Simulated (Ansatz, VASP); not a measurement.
# One calculation of Cr, two programs

```
Cr
1.0
    -1.39425    1.39425    1.39425
     1.39425   -1.39425    1.39425
     1.39425    1.39425   -1.39425
Cr
1
Cartesian
  0.0000 0.0000 0.0000
```

Alike in both runs: task single point; functional LDA; k mesh 16 × 16 × 16; occupations methfessel-paxton of order 1, width 0.3 eV; no spin polarisation.

|  | VASP | Ansatz |
| --- | --- | --- |
| version | VASP 6.6.1 | Ansatz 0.2.0 |
| potentials or method | VASP PAW LDA potentials, release 64 (Cr_pv), cutoff 520 eV | plane waves (420 eV) with PAW, scalar-relativistic |
| valence electrons in the cell | 12 | 14 |

```tsv
	VASP	Ansatz	Ansatz less VASP
pressure (GPa)	-0.1	-0.1	-0.03
```

Ansatz warns that its potentials were made for another functional, while VASP's fit it. LDA's correlation is that of Perdew and Zunger in VASP and of Perdew and Wang (1992) in Ansatz. VASP's potentials hold 12 valence electrons a cell and Ansatz's 14, so a difference there can come from the potentials and not from the codes.
